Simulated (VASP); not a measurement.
# In (P6_3/mmc) in VASP: notebook, part 2 of 2

VASP 6.6.1. Earlier steps stand in the parts before.

## Step 3: Relaxation of cell and atoms, PBEsol

This run uses another cell than the first one, of 26.54 Å³/atom, 1.033 times its volume.

Input file INCAR:

```
SYSTEM = In
  ALGO = Normal
  EDIFF = 1E-6
  EDIFFG = -0.005
  ENCUT = 600
  GGA = PS
  IBRION = 2
  ISIF = 3
  ISMEAR = 0
  LASPH = .TRUE.
  LCHARG = .FALSE.
  LREAL = .FALSE.
  LWAVE = .FALSE.
  NELM = 100
  NSW = 100
  PREC = Accurate
  SIGMA = 0.1
```

Input file KPOINTS:

```
k-points
0
G
  12 12 8
  0 0 0
```

Input file POSCAR:

```
In
1.0
    3.3354847820      0.0000000000      0.0000000000
   -1.6677423910      2.8886145552      0.0000000000
    0.0000000000      0.0000000000      5.5091429200
In
2
Direct
    0.3333333300      0.6666666700      0.2500000000
    0.6666666700      0.3333333300      0.7500000000
```

Potentials or basis: VASP PAW PBE potentials, release 64 (In_d).

Launch:

```bash
$ cat potpaw_PBE.64/In_d/POTCAR > POTCAR
$ mpirun -np 1 vasp_std > vasp.out
```

OUTCAR:

```text
SYSTEM = In
   EDIFF = 1E-6
   EDIFFG = -0.005
   ENCUT = 600
   GGA = PS
   IBRION = 2
   ISIF = 3
   ISMEAR = 0
   LASPH = .TRUE.
   LREAL = .FALSE.
   NELM = 100
   NSW = 100
   PREC = Accurate

 ion  position               nearest neighbor table
   1  0.333  0.667  0.250-   2 3.36   2 3.36   2 3.36   2 3.36   2 3.36   2 3.36
   2  0.667  0.333  0.750-   1 3.36   1 3.36   1 3.36   1 3.36   1 3.36   1 3.36

  LATTYP: Found a hexagonal cell.
 ALAT       =     3.3354847820
 C/A-ratio  =     1.6516768266

  Lattice vectors:

 A1 = (   3.3354847820,   0.0000000000,   0.0000000000)
 A2 = (  -1.6677423910,   2.8886145552,   0.0000000000)
 A3 = (   0.0000000000,   0.0000000000,   5.5091429200)

Analysis of symmetry for initial positions (statically):
=====================================================================
 Subroutine PRICEL returns:
 Original cell was already a primitive cell.

 Routine SETGRP: Setting up the symmetry group for a
 hexagonal supercell.

 Subroutine GETGRP returns: Found 24 space group operations
 (whereof 12 operations were pure point group operations)
 out of a pool of 24 trial point group operations.

The static configuration has the point symmetry D_3d.
 The point group associated with its full space group is D_6h.

Analysis of symmetry for dynamics (positions and initial velocities):
=====================================================================
 Subroutine PRICEL returns:
 Original cell was already a primitive cell.

 Routine SETGRP: Setting up the symmetry group for a
 hexagonal supercell.

 Subroutine GETGRP returns: Found 24 space group operations
 (whereof 12 operations were pure point group operations)
 out of a pool of 24 trial point group operations.

The dynamic configuration has the point symmetry D_3d.
 The point group associated with its full space group is D_6h.

[... 135 lines left out ...]
 NGX is ok and might be reduce to    28
   NGX = 13   NGY = 13   NGZ = 23

--------------------------------------- Ionic step        1  -------------------------------------------

 number of electron      25.9999998 magnetization

 Free energy of the ion-electron system (eV)
  ---------------------------------------------------
  ext. energy  EPLUGINS =         0.00000000
  ---------------------------------------------------
  free energy    TOTEN  =        -5.94622832 eV

  energy without entropy =       -5.94202926  energy(sigma->0) =       -5.94412879

------------------------ aborting loop because EDIFF is reached ----------------------------------------

  FORCE on cell =-STRESS in cart. coord.  units (eV):
  Direction    XX          YY          ZZ          XY          YZ          ZX
  --------------------------------------------------------------------------------------
  -------------------------------------------------------------------------------------
  Total       -0.3626296     -0.3626296     -0.5729269      0.0000000      0.0000000      0.0000000
  in kB      -10.9456416    -10.9456416    -17.2932744      0.0000000      0.0000000      0.0000000
  external PRESSURE =     -13.0615192 kB  Pullay stress =       0.0000000 kB
[... 89 lines left out ...]
  FREE ENERGIE OF THE ION-ELECTRON SYSTEM (eV)
  ---------------------------------------------------
  free  energy   TOTEN  =        -5.9535130936 eV

  energy  without entropy=       -5.9497206230  energy(sigma->0) =       -5.95161686

[... ionic steps 4 to 7 ...]

--------------------------------------- Ionic step        8  -------------------------------------------

 number of electron      26.0000002 magnetization

------------------------ aborting loop because EDIFF is reached ----------------------------------------
[... 67 lines left out ...]
--------------------------------------- Ionic step       10  -------------------------------------------

 number of electron      26.0000002 magnetization

 Free energy of the ion-electron system (eV)
  ---------------------------------------------------
  ext. energy  EPLUGINS =         0.00000000
  ---------------------------------------------------
  free energy    TOTEN  =        -5.95363616 eV

  energy without entropy =       -5.94958658  energy(sigma->0) =       -5.95161137

 E-fermi :   7.5135     XC(G=0): -10.4884

 val. band max:        7.4852290106   @ k =   0.3333   0.3333   0.2500
 cond. band min:       7.5278367486   @ k =   0.2500   0.1667   0.2500
 fundamental gap:      0.0426077381
 Fermi energy:         7.5135216690

 k-point     1 :       0.0000    0.0000    0.0000
  band No.  band energies     occupation
      1      -7.0841      2.00000
      2      -7.0099      2.00000
      3      -6.9773      2.00000
      4      -6.9773      2.00000
      5      -6.9465      2.00000
      6      -6.9465      2.00000
[... 457 lines left out ...]
      4      -6.9582      2.00000
      5      -6.8817      2.00000
      6      -6.8528      2.00000
[... 9 lines left out ...]
     16      12.3883      0.00000
     17      13.9352      0.00000

 [... further k-points ...]
[... 5 lines left out ...]
  --------------------------------------------------------------------------------------
  -------------------------------------------------------------------------------------
  Total        0.0087121      0.0087121      0.0054995      0.0000000     -0.0000000      0.0000000
  in kB        0.2714104      0.2714104      0.1713296      0.0000000     -0.0000000      0.0000000
  external PRESSURE =       0.2380501 kB  Pullay stress =       0.0000000 kB
[... 17 lines left out ...]
  FREE ENERGIE OF THE ION-ELECTRON SYSTEM (eV)
  ---------------------------------------------------
  free  energy   TOTEN  =        -5.9536361585 eV

  energy  without entropy=       -5.9495865837  energy(sigma->0) =       -5.95161137

 reached required accuracy - stopping structural energy minimisation
```

OSZICAR:

```text
N       E                     dE             d eps       ncg     rms          rms(c)
DAV:   1     0.201073076849E+03    0.20107E+03   -0.14831E+04  3238   0.234E+03
DAV:   2     0.636901329752E+01   -0.19470E+03   -0.19290E+03  3231   0.408E+02
DAV:   3    -0.573968886159E+01   -0.12109E+02   -0.12052E+02  4082   0.124E+02
[... 68 lines left out ...]
DAV:   1    -0.595375002129E+01   -0.11901E-03   -0.30992E-03  3381   0.102E+00    0.616E-02
DAV:   2    -0.595365553101E+01    0.94490E-04   -0.22777E-04  3631   0.294E-01    0.241E-02
DAV:   3    -0.595363856927E+01    0.16962E-04   -0.49386E-05  4028   0.136E-01    0.789E-03
DAV:   4    -0.595363675920E+01    0.18101E-05   -0.27913E-06  2678   0.209E-02    0.325E-03
DAV:   5    -0.595363615853E+01    0.60067E-06   -0.53113E-07  1681   0.893E-03
  10 F= -.59536362E+01 E0= -.59516114E+01  d E =-.214686E-05
```

It took 2.7 min on 1 thread of Intel Xeon 6975P-C (Granite Rapids), shared host; peak memory 0.25 GiB.

What came out:

```
Free energy                            : -5.9536 eV
Relaxed volume                         : 25.71 Å³/atom
Relaxed cell                           : a = 3.311 Å, b = 3.311 Å, c = 5.417 Å, α = 90.00°, β = 90.00°, γ = 120.00°
Space group after relaxing (to 0.05 Å) : P6_3/mmc (No. 194)
Energy gained by relaxing              : 3.7 meV/atom
Ionic steps                            : 10
Pressure after relaxing                : 0.0 GPa
Band gap on the k mesh                 : zero (band 13 reaches 11.25 eV, above the bottom of band 14 at 4.83 eV)
```

The path:
| step | energy change (eV) | largest force (eV/Å) | pressure (GPa) | volume (Å³) |
| --- | --- | --- | --- | --- |
| 1 | 0.0000 | 0.0000 | -1.31 | 53.08 |
| 2 | -0.0073 | 0.0000 | 0.03 | 51.43 |
| 3 | -0.0073 | 0.0000 | 0.00 | 51.44 |
| 4 | -0.0074 | 0.0000 | 0.07 | 51.46 |
| 5 | -0.0074 | 0.0000 | -0.05 | 51.51 |
| 6 | -0.0074 | 0.0000 | -0.12 | 51.49 |
| 7 | -0.0074 | 0.0000 | -0.09 | 51.48 |
| 8 | -0.0074 | 0.0000 | 0.06 | 51.35 |
| 9 | -0.0074 | 0.0000 | 0.06 | 51.40 |
| 10 | -0.0074 | 0.0000 | 0.02 | 51.43 |

Final structure:
```
In
1.0
     3.31085    0.00000    0.00000
    -1.65543    2.86728    0.00000
     0.00000    0.00000    5.41744
In
2
Direct
  0.33333 0.66667 0.25000
  0.66667 0.33333 0.75000
```

Caveat: the PAW data sets were made with another functional, which shifts forces and pressure a little; spin-orbit coupling is left out, which moves the levels of the heavy elements.
